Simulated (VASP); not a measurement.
# Sr (P6_3/mmc) in VASP: single point with r2SCAN

Aim: the single point of Sr with r2SCAN.

Everything below comes from runs of VASP 6.6.1. Logs are shortened: lines on timing, memory, paths and dates and some standing lists are left out, and cuts for length are marked.

## (1) The cell of the first run

The structure is hexagonal, space group P6_3/mmc (No. 194). Conventional cell: a = 4.306 Å, b = 4.306 Å, c = 7.116 Å, α = 90.00°, β = 90.00°, γ = 120.00°. Sr (site symmetry -6m2) has 12 Sr at 4.31 to 4.34 Å within 5.6 Å.

## (2) Single point, r2SCAN

The input, POSCAR:

```
Sr
1.0
    4.3061021184      0.0000000000      0.0000000000
   -2.1530510592      3.7291938258      0.0000000000
    0.0000000000      0.0000000000      7.1164706350
Sr
2
Direct
    0.3333333333      0.6666666667      0.2500000000
    0.6666666667      0.3333333333      0.7500000000
```

The input, INCAR.step1:

```
SYSTEM = Sr
ALGO = Normal ; EDIFF = 1E-4
ENCUT = 520 ; GGA = PE
ISMEAR = 0 ; LASPH = .True.
LCHARG = .False. ; LREAL = .False.
LWAVE = .True. ; NBANDS = 17
NELM = 80 ; PREC = Accurate
SIGMA = 0.1
```

The input, INCAR.step2:

```
SYSTEM = Sr
ALGO = Normal ; EDIFF = 1E-6
ENCUT = 520 ; ISIF = 2
ISMEAR = 0 ; ISTART = 1
LASPH = .True. ; LCHARG = .False.
LMIXTAU = .True. ; LREAL = .False.
LWAVE = .False. ; METAGGA = R2SCAN
NBANDS = 17 ; NELM = 80
PREC = Accurate ; SIGMA = 0.1
```

The input, KPOINTS:

```
k-points
0
Gamma
  12 12 6
  0 0 0
```

Potentials or basis: VASP PAW PBE potentials, release 64 (Sr_sv).

Command:

```sh
cat potpaw_PBE.64/Sr_sv/POTCAR > POTCAR
cp INCAR.step1 INCAR
mpirun -np 1 vasp_std > vasp.out
cp INCAR.step2 INCAR
mpirun -np 1 vasp_std > vasp.out
```

OUTCAR:

```text
SYSTEM = Sr
   EDIFF = 1E-6
   ENCUT = 520
   ISIF = 2
   ISMEAR = 0
   ISTART = 1
   LASPH = .True.
   LREAL = .False.
   METAGGA = R2SCAN
   NELM = 80
   PREC = Accurate

 ion  position               nearest neighbor table
   1  0.333  0.667  0.250-   2 4.34   2 4.34   2 4.34   2 4.34   2 4.34   2 4.34
   2  0.667  0.333  0.750-   1 4.34   1 4.34   1 4.34   1 4.34   1 4.34   1 4.34

  LATTYP: Found a hexagonal cell.
 ALAT       =     4.3061021184
 C/A-ratio  =     1.6526479027

  Lattice vectors:

 A1 = (   4.3061021184,   0.0000000000,   0.0000000000)
 A2 = (  -2.1530510592,   3.7291938258,   0.0000000000)
 A3 = (   0.0000000000,   0.0000000000,   7.1164706350)

Analysis of symmetry for initial positions (statically):
=====================================================================
 Subroutine PRICEL returns:
 Original cell was already a primitive cell.

 Routine SETGRP: Setting up the symmetry group for a
 hexagonal supercell.

 Subroutine GETGRP returns: Found 24 space group operations
 (whereof 12 operations were pure point group operations)
 out of a pool of 24 trial point group operations.

The static configuration has the point symmetry D_3d.
 The point group associated with its full space group is D_6h.

Analysis of symmetry for dynamics (positions and initial velocities):
=====================================================================
 Subroutine PRICEL returns:
 Original cell was already a primitive cell.

 Routine SETGRP: Setting up the symmetry group for a
 hexagonal supercell.

 Subroutine GETGRP returns: Found 24 space group operations
 (whereof 12 operations were pure point group operations)
 out of a pool of 24 trial point group operations.

The dynamic configuration has the point symmetry D_3d.
 The point group associated with its full space group is D_6h.

 Subroutine INISYM returns: Found 24 space group operations
 (whereof 12 operations are pure point group operations),
 and found     1 'primitive' translations

----------------------------------------------------------------------------------------

                                     Primitive cell

  volume of cell :     114.2783

  direct lattice vectors                    reciprocal lattice vectors
     4.306102118  0.000000000  0.000000000     0.232228585  0.134077236  0.000000000
    -2.153051059  3.729193826  0.000000000     0.000000000  0.268154472  0.000000000
     0.000000000  0.000000000  7.116470635     0.000000000  0.000000000  0.140519093

  length of vectors
[... 75 lines left out ...]
   ICHARG =      0    charge: 1-file 2-atom 10-const
   ISPIN  =      1    spin polarized calculation?
   LNONCOLLINEAR =      F non collinear calculations
   LSORBIT =      F    spin-orbit coupling
   LASPH  =      T    aspherical Exc in radial PAW
   ENCUT  =  520.0 eV  38.22 Ry    6.18 a.u.   8.01  8.01 13.23*2*pi/ulx,y,z
   NELM   =     80;   NELMIN=  2; NELMDL=  0     # of ELM steps
   EDIFF  = 0.1E-05   stopping-criterion for ELM
   LREAL  =      F    real-space projection
   EDIFFG = 0.1E-04   stopping-criterion for IOM
   NSW    =      0    number of steps for IOM
   IBRION =     -1    ionic relax: 0-MD 1-quasi-New 2-CG
   NFREE  =      0    steps in history (QN), initial steepest desc. (CG)
   ISIF   =      2    stress and relaxation
   ISYM   =      2    0-nonsym 1-usesym 2-fastsym
   POTIM  = 0.5000    time-step for ionic-motion
   TEBEG  =    0.0;   TEEND  =   0.0 temperature during run
   PSTRESS=    0.0 pullay stress
   NELECT =      20.0000    total number of electrons
   NUPDOWN=      -1.0000    fix difference up-down
   EMIN   =  10.00;   EMAX   =-10.00  energy-range for DOS
   EFERMI =   0.00;   METHOD = LEGACY
   ISMEAR =     0;   SIGMA  =   0.10  broadening in eV -4-tet -1-fermi 0-gaus
   EFERMI_NEDOS =   21; number of points for ismear=-14 and -15
   IALGO  =     38    algorithm
   IMIX   =      4    mixing-type and parameters
     AMIX     =   0.40;   BMIX     =  1.00
     AMIX_MAG =   1.60;   BMIX_MAG =  1.00
  volume/ion in A,a.u.               =      57.14       385.59
  Fermi-wavevector in a.u.,A,eV,Ry     =   0.915722  1.730463 11.409115  0.838546
  Thomas-Fermi vector in A             =   2.040496
   LORBIT       =      0    0 simple, 1 ext, 2 COOP (PROOUT), +10 PAW based schemes
   METAGGA = R2SCAN    functional components
   LHFCALC =     F    Hartree Fock is set to
   AEXX    =    0.0000 exact exchange contribution
   IVDW    =     0    specifies the selected vdW correction
   LEPSILON=     F    determine dielectric tensor
   LRPA    =     F    only Hartree local field effects (RPA)
 non-spin polarized calculation
 Gauss-broadening in eV      SIGMA  =   0.10
  energy-cutoff  :      520.00
  volume of cell :      114.28
 maximum number of plane-waves:      3114
   NGX = 17   NGY = 17   NGZ = 27

 number of electron      20.0000000 magnetization

 Free energy of the ion-electron system (eV)
  ---------------------------------------------------
  ext. energy  EPLUGINS =         0.00000000
  ---------------------------------------------------
  free energy    TOTEN  =       -30.19735985 eV

  energy without entropy =      -30.18708123  energy(sigma->0) =      -30.19222054

 E-fermi :   1.5051     XC(G=0):  -7.6741

 val. band max:        1.4944616180   @ k =   0.2500   0.0833   0.0000
 cond. band min:       1.5074002788   @ k =   0.3333   0.1667   0.0000
 fundamental gap:      0.0129386608
 Fermi energy:         1.5050985073

 k-point     1 :       0.0000    0.0000    0.0000
  band No.  band energies     occupation
      1     -36.6163      2.00000
      2     -36.6042      2.00000
      3     -18.0478      2.00000
      4     -17.9063      2.00000
      5     -17.9063      2.00000
      6     -17.8836      2.00000
[... 457 lines left out ...]
      4     -17.9973      2.00000
      5     -17.9760      2.00000
      6     -17.9353      2.00000
[... 9 lines left out ...]
     16       5.2828      0.00000
     17       5.3794      0.00000

 [... further k-points ...]
[... 5 lines left out ...]
  --------------------------------------------------------------------------------------
  -------------------------------------------------------------------------------------
  Total        0.0095524      0.0095524      0.0128552      0.0000000      0.0000000      0.0000000
  in kB        0.1339240      0.1339240      0.1802300      0.0000000      0.0000000      0.0000000
  external PRESSURE =       0.1493593 kB  Pullay stress =       0.0000000 kB

 VOLUME and BASIS-vectors are now :
 -----------------------------------------------------------------------------
  energy-cutoff  :      520.00
  volume of cell :      114.28
      direct lattice vectors                 reciprocal lattice vectors
     4.306102118  0.000000000  0.000000000     0.232228585  0.134077236  0.000000000
    -2.153051059  3.729193826  0.000000000     0.000000000  0.268154472  0.000000000
     0.000000000  0.000000000  7.116470635     0.000000000  0.000000000  0.140519093

 POSITION                                       TOTAL-FORCE (eV/Angst)
 -----------------------------------------------------------------------------------
     -0.00000      2.48613      1.77912         0.000000     -0.000000      0.000000
      2.15305      1.24306      5.33735        -0.000000      0.000000      0.000000
 -----------------------------------------------------------------------------------
    total drift:                                0.000000     -0.000000      0.000000

  FREE ENERGIE OF THE ION-ELECTRON SYSTEM (eV)
  ---------------------------------------------------
  free  energy   TOTEN  =       -30.1973598458 eV

  energy  without entropy=      -30.1870812325  energy(sigma->0) =      -30.19222054
```

OUTCAR.step1:

```text
SYSTEM = Sr
   EDIFF = 1E-4
   ENCUT = 520
   GGA = PE
   ISMEAR = 0
   LASPH = .True.
   LREAL = .False.
[... 703 lines left out ...]
     -0.00000      2.48613      1.77912         0.000000     -0.000000      0.000000
      2.15305      1.24306      5.33735         0.000000      0.000000      0.000000
 -----------------------------------------------------------------------------------
    total drift:                                0.000000     -0.000000      0.000000

  FREE ENERGIE OF THE ION-ELECTRON SYSTEM (eV)
  ---------------------------------------------------
  free  energy   TOTEN  =        -3.2707880828 eV

  energy  without entropy=       -3.2590327797  energy(sigma->0) =       -3.26491043
```

Wall time 2.8 min (1 thread of Intel Xeon Platinum 8481C at 2.70GHz (Sapphire Rapids), shared host); peak memory 0.32 GiB.

Results:

```
Free energy            : -30.1974 eV
Pressure               : 0.0 GPa
Band gap on the k mesh : zero (band 10 reaches 1.71 eV, above the bottom of band 11 at 1.33 eV)
```

Caveat: the PAW data sets were made with another functional, which shifts forces and pressure a little.
